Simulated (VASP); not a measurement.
# CeTi (Pm-3m) in VASP: further runs, part 2 of 2

VASP 6.6.1. The steps go on from the part before.

## Step 3: Single point, PBE

INCAR reads:

```
PREC = Accurate
ENCUT = 500
EDIFF = 1E-6
ISMEAR = -1
SIGMA = 0.025
LREAL = False
LASPH = True
NELM = 200
ALGO = Normal
ISIF = 2
LWAVE = False
LCHARG = True
GGA = PE
LELF = True
LVHAR = True
NBANDS = 19
GGA_COMPAT = False
LMAXMIX = 6
```

KPOINTS reads:

```
regular mesh
0
Gamma
  5 5 5
```

POSCAR reads:

```
CeTi
1.0
    3.6287140000      0.0000000000      0.0000000000
    0.0000000000      3.6287140000      0.0000000000
    0.0000000000      0.0000000000      3.6287140000
Ce Ti
1 1
Direct
    0.0000000000      0.0000000000      0.0000000000
    0.5000000000      0.5000000000      0.5000000000
```

Potentials or basis: VASP PAW PBE potentials, release 64 (Ce, Ti_sv).

The run is started by

```
cat potpaw_PBE.64/Ce/POTCAR potpaw_PBE.64/Ti_sv/POTCAR > POTCAR
mpirun -np 1 vasp_std > vasp.out
```

OUTCAR:

```text
PREC = Accurate
   ENCUT = 500
   EDIFF = 1E-6
   ISMEAR = -1
   LREAL = False
   LASPH = True
   NELM = 200
   ISIF = 2
   GGA = PE

 ion  position               nearest neighbor table
   1  0.000  0.000  0.000-
   2  0.500  0.500  0.500-

  LATTYP: Found a simple cubic cell.
 ALAT       =     3.6287140000

  Lattice vectors:

 A1 = (   3.6287140000,   0.0000000000,   0.0000000000)
[... 386 lines left out ...]
     18       8.7587      0.00000
     19       8.7921      0.00000

------------------------ aborting loop because EDIFF is reached ----------------------------------------

  FORCE on cell =-STRESS in cart. coord.  units (eV):
  Direction    XX          YY          ZZ          XY          YZ          ZX
  --------------------------------------------------------------------------------------
  -------------------------------------------------------------------------------------
  Total       -0.7642390     -0.7642390     -0.7642390      0.0000000     -0.0000000     -0.0000000
  in kB      -25.6260445    -25.6260445    -25.6260445      0.0000000     -0.0000000     -0.0000000
  external PRESSURE =     -25.6260445 kB  Pullay stress =       0.0000000 kB

 VOLUME and BASIS-vectors are now :
 -----------------------------------------------------------------------------
  energy-cutoff  :      500.00
  volume of cell :       47.78
      direct lattice vectors                 reciprocal lattice vectors
     3.628714000  0.000000000  0.000000000     0.275579723  0.000000000  0.000000000
     0.000000000  3.628714000  0.000000000     0.000000000  0.275579723  0.000000000
     0.000000000  0.000000000  3.628714000     0.000000000  0.000000000  0.275579723

 POSITION                                       TOTAL-FORCE (eV/Angst)
 -----------------------------------------------------------------------------------
      0.00000      0.00000      0.00000         0.000000      0.000000      0.000000
      1.81436      1.81436      1.81436         0.000000      0.000000      0.000000
 -----------------------------------------------------------------------------------
    total drift:                                0.000000      0.000000      0.000000

  FREE ENERGIE OF THE ION-ELECTRON SYSTEM (eV)
  ---------------------------------------------------
  free  energy   TOTEN  =       -13.1449347759 eV

  energy  without entropy=      -13.1193033692  energy(sigma->0) =      -13.13211907
```

OSZICAR:

```text
N       E                     dE             d eps       ncg     rms          rms(c)
DAV:   1     0.229613166184E+03    0.22961E+03   -0.11401E+04   380   0.160E+03
DAV:   2     0.171393154336E+02   -0.21247E+03   -0.20544E+03   444   0.335E+02
DAV:   3    -0.127570439920E+02   -0.29896E+02   -0.28437E+02   560   0.123E+02
DAV:   4    -0.159925799981E+02   -0.32355E+01   -0.31663E+01   645   0.320E+01
DAV:   5    -0.162041561853E+02   -0.21158E+00   -0.21050E+00   565   0.752E+00    0.113E+01
DAV:   6    -0.157840467644E+02    0.42011E+00   -0.61775E+01   538   0.363E+01    0.146E+01
DAV:   7    -0.144795322045E+02    0.13045E+01   -0.60975E+01   530   0.308E+01    0.144E+01
DAV:   8    -0.133921736106E+02    0.10874E+01   -0.11952E+01   539   0.205E+01    0.485E+00
DAV:   9    -0.132968520948E+02    0.95322E-01   -0.12182E+00   627   0.556E+00    0.407E+00
DAV:  10    -0.132154515059E+02    0.81401E-01   -0.20343E+00   554   0.730E+00    0.355E+00
DAV:  11    -0.131450953837E+02    0.70356E-01   -0.46423E-01   704   0.416E+00    0.474E-01
DAV:  12    -0.131486017504E+02   -0.35064E-02   -0.47523E-02   602   0.120E+00    0.809E-01
DAV:  13    -0.131450085371E+02    0.35932E-02   -0.17803E-02   646   0.762E-01    0.833E-02
DAV:  14    -0.131449578484E+02    0.50689E-04   -0.37405E-04   567   0.122E-01    0.508E-02
DAV:  15    -0.131449461415E+02    0.11707E-04   -0.25681E-04   602   0.983E-02    0.459E-02
DAV:  16    -0.131449366059E+02    0.95356E-05   -0.28994E-05   645   0.346E-02    0.148E-02
DAV:  17    -0.131449346410E+02    0.19650E-05   -0.10743E-05   503   0.173E-02    0.172E-03
DAV:  18    -0.131449347759E+02   -0.13492E-06   -0.37172E-07   307   0.547E-03
   1 F= -.13144935E+02 E0= -.13132119E+02  d E =-.256314E-01
```

Run time: 19 s. Hardware: 1 thread of Intel Xeon Platinum 8259CL at 2.50GHz (Skylake/Cascade Lake), shared host; peak memory 0.17 GiB.

What came out:

| Item | Value |
| --- | --- |
| Free energy | -13.1449 eV |
| Pressure | -2.6 GPa |
| Band gap on the k mesh | zero (bands 12 and 13 overlap by 0.43 eV) |

Levels at points of the mesh, in eV from the Fermi level:
```tsv
k point	band 7	band 8	band 9	band 10	band 11	band 12	band 13	band 14	band 15	band 16
(0.00, 0.00, 0.00)	-16.77	-16.77	-4.42	-2.28	-2.28	0.41	0.41	0.41	0.51	0.51
```

Caveat: spin-orbit coupling is left out, which moves the levels of the heavy elements; semilocal functionals describe open f shells poorly, which spoils levels, moments and volumes. Spin polarisation is off, so any magnetic state and its effect on volume and gap are missing.

## Step 4: Single point, revPBE

INCAR reads:

```
PREC     = Accurate       # precision mode
ENCUT    = 500            # plane-wave cutoff, eV
EDIFF    = 1E-6           # SCF threshold, eV
ISMEAR   = -1             # smearing method
SIGMA    = 0.1            # smearing width, eV
LREAL    = F              # projectors in reciprocal space
LASPH    = T              # aspherical terms in the spheres
NELM     = 200            # most SCF steps
ALGO     = Normal         # electronic algorithm
ISIF     = 2              # what is computed and relaxed
LWAVE    = F              # write WAVECAR
LCHARG   = F              # write CHGCAR
GGA      = RE             # functional
NBANDS   = 19             # bands
GGA_COMPAT= F            
LMAXMIX  = 6              # l up to which the mixer works
```

KPOINTS is that of step 3.

POSCAR is that of step 3.

The run is started by

```
cat potpaw_PBE.64/Ce/POTCAR potpaw_PBE.64/Ti_sv/POTCAR > POTCAR
mpirun -np 1 vasp_std > vasp.out
```

It took 22 s on 1 thread of Intel Xeon Platinum 8259CL at 2.50GHz (Skylake/Cascade Lake), shared host; peak memory 0.16 GiB.

Results (log left out):

```
Free energy            : -12.6166 eV
Pressure               : -0.4 GPa
Band gap on the k mesh : zero (bands 12 and 13 overlap by 0.48 eV)
```

Levels at points of the mesh, in eV from the Fermi level:
| k point | band 7 | band 8 | band 9 | band 10 | band 11 | band 12 | band 13 | band 14 | band 15 | band 16 |
| --- | --- | --- | --- | --- | --- | --- | --- | --- | --- | --- |
| (0.00, 0.00, 0.00) | -16.72 | -16.72 | -4.38 | -2.24 | -2.24 | 0.52 | 0.52 | 0.52 | 0.61 | 0.61 |

Caveat: the PAW data sets were made with another functional, which shifts forces and pressure a little; spin-orbit coupling is left out, which moves the levels of the heavy elements; semilocal functionals describe open f shells poorly, which spoils levels, moments and volumes.

## Step 5: Overview

```csv
level,smearing,gap on the mesh (eV),pressure (GPa)
PBE,fermi-dirac 0.1 eV,none,-1.9
PBE,fermi-dirac 0.025 eV,none,-2.6
revPBE,fermi-dirac 0.1 eV,none,-0.4
```

Alike in all rows: task single point; potentials or basis VASP PAW PBE potentials, release 64 (Ce, Ti_sv); no spin polarisation; cell as given; k mesh 5 × 5 × 5; cutoff (eV) 500.

The pressure there spans -2.6 GPa (PBE) to -0.4 GPa (revPBE); a positive pressure means that this level wants a larger cell, a negative one a smaller.

Caveats: spin-orbit coupling is left out, which moves the levels of the heavy elements; semilocal functionals describe open f shells poorly, which spoils levels, moments and volumes; the PAW data sets were made with another functional, which shifts forces and pressure a little (at least some runs).

Absolute energies hang on the potentials; compare differences alone.
